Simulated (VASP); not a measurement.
# SnO2 (Pnnm) in VASP: notebook

The runs below take SnO2 through single point, with PBE.

All numbers are computed with VASP 6.6.1; they aren't measurements. Logs are shortened: lines on timing, memory, paths and dates and some standing lists are left out, and cuts for length are marked.

## 1. The cell of the first run

Symmetry: Pnnm, No. 58, orthorhombic system. Conventional cell: a = 4.828 Å, b = 4.828 Å, c = 3.238 Å, α = 90.00°, β = 90.00°, γ = 90.00°. Within 2.8 Å of Sn (site symmetry 2/m) lie 6 O at 2.11 Å. Within 2.8 Å of O (site symmetry m) lie 3 Sn at 2.11 Å and 1 O at 2.71 Å.

## 2. Single point, PBE

INCAR

```
SYSTEM = SnO2
PREC = Accurate ; ENCUT = 520
EDIFF = 1E-7 ; ISMEAR = 0
SIGMA = 0.05 ; LREAL = .FALSE.
LASPH = .TRUE. ; NELM = 100
ALGO = Normal ; ISIF = 2
LWAVE = .FALSE. ; LCHARG = .FALSE.
GGA = PE ; NBANDS = 35
```

KPOINTS

```
regular mesh
0
G
  6 6 8
  0 0 0
```

POSCAR

```
SnO2
1.0
    4.8277049961      0.0000000000      0.0000000000
    0.0000000000      4.8277049961      0.0000000000
    0.0000000000      0.0000000000      3.2379909406
Sn O
2 4
Direct
    0.0000000000      0.0000000000      0.0000000000
    0.5000000000      0.5000000000      0.5000000000
    0.3505456408      0.2626645318      0.0000000000
    0.1494543592      0.7626645318      0.5000000000
    0.6494543592      0.7373354682      0.0000000000
    0.8505456408      0.2373354682      0.5000000000
```

Potentials or basis: VASP PAW PBE potentials, release 64 (Sn_d, O).

Run with:

```
cat potpaw_PBE.64/Sn_d/POTCAR potpaw_PBE.64/O/POTCAR > POTCAR
mpirun -np 1 vasp_std > vasp.out
```

OUTCAR:

```text
SYSTEM = SnO2
   PREC = Accurate
   ENCUT = 520
   EDIFF = 1E-7
   ISMEAR = 0
   LREAL = .FALSE.
   LASPH = .TRUE.
   NELM = 100
   ISIF = 2
   GGA = PE

 ion  position               nearest neighbor table
   1  0.000  0.000  0.000-   4 2.11   6 2.11   4 2.11   6 2.11   5 2.11   3 2.11
   2  0.500  0.500  0.500-   3 2.11   5 2.11   3 2.11   5 2.11   4 2.11   6 2.11
   3  0.351  0.263  0.000-   2 2.11   2 2.11   1 2.11
   4  0.149  0.763  0.500-   1 2.11   1 2.11   2 2.11
   5  0.649  0.737  0.000-   2 2.11   2 2.11   1 2.11
   6  0.851  0.237  0.500-   1 2.11   1 2.11   2 2.11

  LATTYP: Found a simple tetragonal cell.
 ALAT       =     4.8277049961
 C/A-ratio  =     0.6707101911

  Lattice vectors:

 A1 = (   4.8277049961,   0.0000000000,   0.0000000000)
 A2 = (   0.0000000000,   4.8277049961,   0.0000000000)
 A3 = (   0.0000000000,   0.0000000000,   3.2379909406)

Analysis of symmetry for initial positions (statically):
=====================================================================
 Subroutine PRICEL returns:
 Original cell was already a primitive cell.

 Routine SETGRP: Setting up the symmetry group for a
 simple tetragonal supercell.

 Subroutine GETGRP returns: Found  8 space group operations
 (whereof  4 operations were pure point group operations)
 out of a pool of 16 trial point group operations.

The static configuration has the point symmetry C_2h.
 The point group associated with its full space group is D_2h.

Analysis of symmetry for dynamics (positions and initial velocities):
=====================================================================
 Subroutine PRICEL returns:
 Original cell was already a primitive cell.

 Routine SETGRP: Setting up the symmetry group for a
 simple tetragonal supercell.

 Subroutine GETGRP returns: Found  8 space group operations
 (whereof  4 operations were pure point group operations)
 out of a pool of 16 trial point group operations.

The dynamic configuration has the point symmetry C_2h.
 The point group associated with its full space group is D_2h.

 Subroutine INISYM returns: Found  8 space group operations
 (whereof  4 operations are pure point group operations),
 and found     1 'primitive' translations

----------------------------------------------------------------------------------------

                                     Primitive cell

  volume of cell :      75.4670

  direct lattice vectors                    reciprocal lattice vectors
     4.827704996  0.000000000  0.000000000     0.207137760  0.000000000  0.000000000
     0.000000000  4.827704996  0.000000000     0.000000000  0.207137760  0.000000000
     0.000000000  0.000000000  3.237990941     0.000000000  0.000000000  0.308833477

  length of vectors
     4.827704996  4.827704996  3.237990941     0.207137760  0.207137760  0.308833477

  position of ions in fractional coordinates (direct lattice)
     0.000000000  0.000000000  0.000000000
     0.500000000  0.500000000  0.500000000
     0.350545641  0.262664532  0.000000000
     0.149454359  0.762664532  0.500000000
     0.649454359  0.737335468  0.000000000
     0.850545641  0.237335468  0.500000000

  ion indices of the primitive-cell ions
   primitive index   ion index
                 1           1
                 2           2
                 3           3
                 4           4
                 5           5
                 6           6

----------------------------------------------------------------------------------------

 KPOINTS: regular mesh

Automatic generation of k-mesh.
 Grid dimensions read from file:
 generate k-points for:    6    6    8

 Generating k-lattice:

  Cartesian coordinates                     Fractional coordinates (reciprocal lattice)
     0.034522960  0.000000000  0.000000000     0.166666667  0.000000000  0.000000000
     0.000000000  0.034522960  0.000000000     0.000000000  0.166666667  0.000000000
     0.000000000  0.000000000  0.038604185     0.000000000  0.000000000  0.125000000

  Length of vectors
     0.034522960  0.034522960  0.038604185

  Shift w.r.t. Gamma in fractional coordinates (k-lattice)
     0.000000000  0.000000000  0.000000000

 Subroutine IBZKPT returns following result:
 ===========================================

 Found     80 irreducible k-points:

 Following reciprocal coordinates:
            Coordinates               Weight
  0.000000  0.000000  0.000000      1.000000
  0.166667  0.000000  0.000000      2.000000
  0.000000  0.166667  0.000000      2.000000
  0.333333  0.000000  0.000000      2.000000
  0.000000  0.333333  0.000000      2.000000
  0.500000  0.000000  0.000000      1.000000
[... 16 lines left out ...]
  0.000000  0.500000  0.125000      2.000000
  0.166667  0.166667  0.125000      8.000000
 [... further k-points ...]
   k-points           NKPTS =     80   k-points in BZ     NKDIM =     80   number of bands    NBANDS=     35
   number of dos      NEDOS =    301   number of ions     NIONS =      6
   total plane-waves  NPLWV =  31104
   dimension x,y,z NGX =    36 NGY =   36 NGZ =   24
   dimension x,y,z NGXF=    72 NGYF=   72 NGZF=   48
   ions per type =               2   4
   NGX,Y,Z   is equivalent  to a cutoff of  12.40, 12.40, 12.32 a.u.
   NGXF,Y,Z  is equivalent  to a cutoff of  24.79, 24.79, 24.64 a.u.
 SYSTEM =  SnO2
   PREC   = accura    normal or accurate (medium, high low for compatibility)
   ISTART =      0    job   : 0-new  1-cont  2-samecut
   ICHARG =      2    charge: 1-file 2-atom 10-const
   ISPIN  =      1    spin polarized calculation?
   LNONCOLLINEAR =      F non collinear calculations
   LSORBIT =      F    spin-orbit coupling
   LASPH  =      T    aspherical Exc in radial PAW
   ENCUT  =  520.0 eV  38.22 Ry    6.18 a.u.   8.98  8.98  6.02*2*pi/ulx,y,z
   NELM   =    100;   NELMIN=  2; NELMDL= -5     # of ELM steps
   EDIFF  = 0.1E-06   stopping-criterion for ELM
   LREAL  =      F    real-space projection
   EDIFFG = 0.1E-05   stopping-criterion for IOM
   NSW    =      0    number of steps for IOM
   IBRION =     -1    ionic relax: 0-MD 1-quasi-New 2-CG
   NFREE  =      0    steps in history (QN), initial steepest desc. (CG)
   ISIF   =      2    stress and relaxation
   ISYM   =      2    0-nonsym 1-usesym 2-fastsym
   POTIM  = 0.5000    time-step for ionic-motion
   TEBEG  =    0.0;   TEEND  =   0.0 temperature during run
   PSTRESS=    0.0 pullay stress
   NELECT =      52.0000    total number of electrons
   NUPDOWN=      -1.0000    fix difference up-down
   EMIN   =  10.00;   EMAX   =-10.00  energy-range for DOS
   EFERMI =   0.00;   METHOD = LEGACY
   ISMEAR =     0;   SIGMA  =   0.05  broadening in eV -4-tet -1-fermi 0-gaus
   EFERMI_NEDOS =   21; number of points for ismear=-14 and -15
   IALGO  =     38    algorithm
   IMIX   =      4    mixing-type and parameters
     AMIX     =   0.40;   BMIX     =  1.00
     AMIX_MAG =   1.60;   BMIX_MAG =  1.00
  volume/ion in A,a.u.               =      12.58        84.88
  Fermi-wavevector in a.u.,A,eV,Ry     =   1.445962  2.732472 28.447149  2.090806
  Thomas-Fermi vector in A             =   2.564085
   LORBIT       =      0    0 simple, 1 ext, 2 COOP (PROOUT), +10 PAW based schemes
   GGA     = PE    functional components
   LHFCALC =     F    Hartree Fock is set to
   AEXX    =    0.0000 exact exchange contribution
   IVDW    =     0    specifies the selected vdW correction
   LEPSILON=     F    determine dielectric tensor
   LRPA    =     F    only Hartree local field effects (RPA)
 non-spin polarized calculation
 Gauss-broadening in eV      SIGMA  =   0.05
  energy-cutoff  :      520.00
  volume of cell :       75.47
 maximum number of plane-waves:      2068
   NGX = 17   NGY = 17   NGZ = 13

 number of electron      52.0000006 magnetization

 Free energy of the ion-electron system (eV)
  ---------------------------------------------------
  ext. energy  EPLUGINS =         0.00000000
  ---------------------------------------------------
  free energy    TOTEN  =       -37.12876604 eV

  energy without entropy =      -37.12876604  energy(sigma->0) =      -37.12876604

 E-fermi :   5.5774     XC(G=0): -11.0161

 val. band max:        5.2683797474   @ k =   0.0000   0.3333   0.0000
 cond. band min:       6.3289622989   @ k =   0.0000   0.0000   0.0000
 fundamental gap:      1.0605825515
 Fermi energy:         5.5774333834

 k-point     1 :       0.0000    0.0000    0.0000
  band No.  band energies     occupation
      1     -15.4349      2.00000
      2     -14.8282      2.00000
      3     -14.6693      2.00000
      4     -14.6323      2.00000
      5     -14.6233      2.00000
      6     -14.5673      2.00000
[... 27 lines left out ...]
     34      17.0252      0.00000
     35      17.2640      0.00000

 k-point     2 :       0.1667    0.0000    0.0000
  band No.  band energies     occupation
      1     -15.4000      2.00000
      2     -14.8653      2.00000
      3     -14.6682      2.00000
      4     -14.6302      2.00000
      5     -14.6224      2.00000
      6     -14.5945      2.00000
[... 27 lines left out ...]
     34      17.1024      0.00000
     35      17.2300      0.00000

 k-point     3 :       0.0000    0.1667    0.0000
  band No.  band energies     occupation
      1     -15.3987      2.00000
      2     -14.8638      2.00000
      3     -14.6674      2.00000
      4     -14.6304      2.00000
      5     -14.6224      2.00000
      6     -14.5929      2.00000
[... 27 lines left out ...]
     34      17.1870      0.00000
     35      17.5530      0.00000

 k-point     4 :       0.3333    0.0000    0.0000
  band No.  band energies     occupation
      1     -15.2995      2.00000
      2     -14.9841      2.00000
      3     -14.6643      2.00000
      4     -14.6345      2.00000
      5     -14.6255      2.00000
      6     -14.6210      2.00000
[... 27 lines left out ...]
     34      17.4245      0.00000
     35      17.8089      0.00000

 k-point     5 :       0.0000    0.3333    0.0000
  band No.  band energies     occupation
      1     -15.2954      2.00000
      2     -14.9791      2.00000
      3     -14.6619      2.00000
      4     -14.6309      2.00000
      5     -14.6259      2.00000
      6     -14.6211      2.00000
[... 638 lines left out ...]
 k-point    22 :       0.5000    0.0000    0.1250
  band No.  band energies     occupation
      1     -15.1220      2.00000
      2     -15.1220      2.00000
      3     -14.7290      2.00000
      4     -14.7290      2.00000
      5     -14.6064      2.00000
      6     -14.6064      2.00000
[... 27 lines left out ...]
     34      17.2753      0.00000
     35      17.6811      0.00000

 k-point    23 :       0.0000    0.5000    0.1250
  band No.  band energies     occupation
      1     -15.1186      2.00000
      2     -15.1186      2.00000
      3     -14.7257      2.00000
      4     -14.7257      2.00000
      5     -14.6088      2.00000
      6     -14.6088      2.00000
[... 27 lines left out ...]
     34      17.1967      0.00000
     35      18.5829      0.00000

 k-point    24 :       0.1667    0.1667    0.1250
  band No.  band energies     occupation
      1     -15.3171      2.00000
      2     -14.8810      2.00000
      3     -14.7369      2.00000
      4     -14.7201      2.00000
      5     -14.6399      2.00000
      6     -14.5810      2.00000
[... 27 lines left out ...]
     34      17.0576      0.00000
     35      17.9191      0.00000

 [... further k-points ...]
[... 5 lines left out ...]
  --------------------------------------------------------------------------------------
  -------------------------------------------------------------------------------------
  Total       -0.5702641     -1.8564647     -1.2528211      0.0000000      0.0000000      0.0000000
  in kB      -12.1068045    -39.4130637    -26.5976062      0.0000000      0.0000000      0.0000000
  external PRESSURE =     -26.0391581 kB  Pullay stress =       0.0000000 kB

 VOLUME and BASIS-vectors are now :
 -----------------------------------------------------------------------------
  energy-cutoff  :      520.00
  volume of cell :       75.47
      direct lattice vectors                 reciprocal lattice vectors
     4.827704996  0.000000000  0.000000000     0.207137760  0.000000000  0.000000000
     0.000000000  4.827704996  0.000000000     0.000000000  0.207137760  0.000000000
     0.000000000  0.000000000  3.237990941     0.000000000  0.000000000  0.308833477

 POSITION                                       TOTAL-FORCE (eV/Angst)
 -----------------------------------------------------------------------------------
      0.00000      0.00000      0.00000         0.000000     -0.000000      0.000000
      2.41385      2.41385      1.61900         0.000000     -0.000000      0.000000
      1.69233      1.26807      0.00000        -0.146286      0.422187      0.000000
      0.72152      3.68192      1.61900         0.146286      0.422187     -0.000000
      3.13537      3.55964      0.00000         0.146286     -0.422187     -0.000000
      4.10618      1.14579      1.61900        -0.146286     -0.422187      0.000000
 -----------------------------------------------------------------------------------
    total drift:                                0.000000      0.000000      0.000000

  FREE ENERGIE OF THE ION-ELECTRON SYSTEM (eV)
  ---------------------------------------------------
  free  energy   TOTEN  =       -37.1287660390 eV

  energy  without entropy=      -37.1287660390  energy(sigma->0) =      -37.12876604
```

Run time: 77 s. Hardware: 1 thread of Intel Xeon 6975P-C (Granite Rapids), shared host; peak memory 0.28 GiB.

Results:

- Free energy: -37.1288 eV
- Pressure: -2.6 GPa
- Largest force: 0.447 eV/Å
- Band gap on the k mesh: 1.06 eV, indirect (least direct gap 1.23 eV)

Forces on the atoms (eV/Å):
```
Sn   0.000  0.000  0.000
Sn   0.000  0.000  0.000
O   -0.146  0.422  0.000
O    0.146  0.422  0.000
O    0.146 -0.422  0.000
O   -0.146 -0.422  0.000
```

Stress tensor (GPa, compression positive):
```
-1.21  0.00  0.00
 0.00 -3.94  0.00
 0.00  0.00 -2.66
```

Levels at points of the mesh, in eV from the valence-band top:
```
           k point  band 24  band 25  band 26  band 27  band 28  band 29
(0.00, 0.00, 0.00)    -0.39    -0.22    -0.17     1.06     5.67     6.31
(0.50, 0.00, 0.00)    -0.87    -0.43    -0.43     4.14     4.14     7.63
(0.00, 0.50, 0.00)    -0.87    -0.01    -0.01     3.64     3.64     6.45
(0.50, 0.50, 0.00)    -1.03    -0.40    -0.40     4.43     4.43     7.16
(0.00, 0.00, 0.50)    -1.29    -0.56    -0.56     5.48     5.48     9.28
(0.50, 0.00, 0.50)    -0.92    -0.27    -0.27     5.57     5.57     7.29
(0.00, 0.50, 0.50)    -0.75    -0.51    -0.51     5.83     5.83     7.92
(0.50, 0.50, 0.50)    -0.71    -0.31    -0.31     4.42     4.42     8.84
```

Caveat: spin-orbit coupling is left out, which moves the levels of the heavy elements.

(Continued in part 2 of 2.)
